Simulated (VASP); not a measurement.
A run of VASP 6.6.1 is set up as follows.

Contents of INCAR:

```
PREC = Accurate
ENCUT = 520
EDIFF = 1E-7
ISMEAR = -1
SIGMA = 0.02
LREAL = Auto
LASPH = True
NELM = 100
ALGO = Normal
ISIF = 2
LWAVE = False
LCHARG = True
GGA = PE
LELF = True
LVHAR = True
NELECT = 74.0
NBANDS = 52
```

The input KPOINTS:

```
Automatic mesh
0
Gamma
  2 2 2
```

Contents of POSCAR:

```
CuSi16
1.0
    0.0000000000      5.4300000000      5.4300000000
    5.4300000000      0.0000000000      5.4300000000
    5.4300000000      5.4300000000      0.0000000000
Si Cu
16 1
Direct
   -0.0136863930      0.0061664870      0.0040193463
    0.1184355975      0.1304708624      0.1245063901
    0.0337571860     -0.0175310011      0.4925611237
    0.1186779864      0.1311754671      0.6270312227
   -0.0148272516      0.5058245093      0.0081063279
    0.1120765226      0.6330016773      0.1269264183
   -0.0140628517      0.5062753991      0.4998180456
    0.1210082379      0.6134370240      0.6326717722
    0.5073664862      0.0014156002     -0.0069024564
    0.6116700881      0.1365937312      0.1257165316
    0.5074155308      0.0018269793      0.4978340728
    0.6622495555      0.1126605914      0.6124826032
    0.4856173507      0.5083160779      0.0022241407
    0.6106846208      0.6291996635      0.1282892574
    0.5069548241      0.4908302866      0.5007873334
    0.6114388382      0.6295167579      0.6301675998
    0.2909106716      0.2226666867      0.7442652705
```

Potentials or basis: VASP PAW PBE potentials, release 64 (Si, Cu).

Launch:

```sh
$ cat potpaw_PBE.64/Si/POTCAR potpaw_PBE.64/Cu/POTCAR > POTCAR
$ mpirun -np 1 vasp_std > vasp.out
```

Problem. What does it give for the largest force?

Solution. 0.032 eV/Å.

Forces in eV/Å, atoms in the order of the input:
```
Si  -0.002 -0.001 -0.013
Si   0.005  0.003 -0.014
Si   0.003 -0.006 -0.011
Si  -0.013  0.002 -0.014
Si  -0.005  0.006  0.004
Si   0.000  0.002  0.003
Si  -0.004 -0.008 -0.004
Si   0.009 -0.001  0.012
Si   0.002  0.016 -0.006
Si   0.000 -0.001  0.010
Si  -0.008 -0.002 -0.008
Si  -0.010  0.010  0.009
Si   0.007 -0.002  0.004
Si  -0.006  0.006  0.009
Si   0.005 -0.005 -0.004
Si   0.002  0.004  0.001
Cu   0.013 -0.022  0.019
```

Caveat: the k points lie up to 0.50 Å⁻¹ apart; the cell carries a net charge on a neutralising background, which shifts energy and pressure.
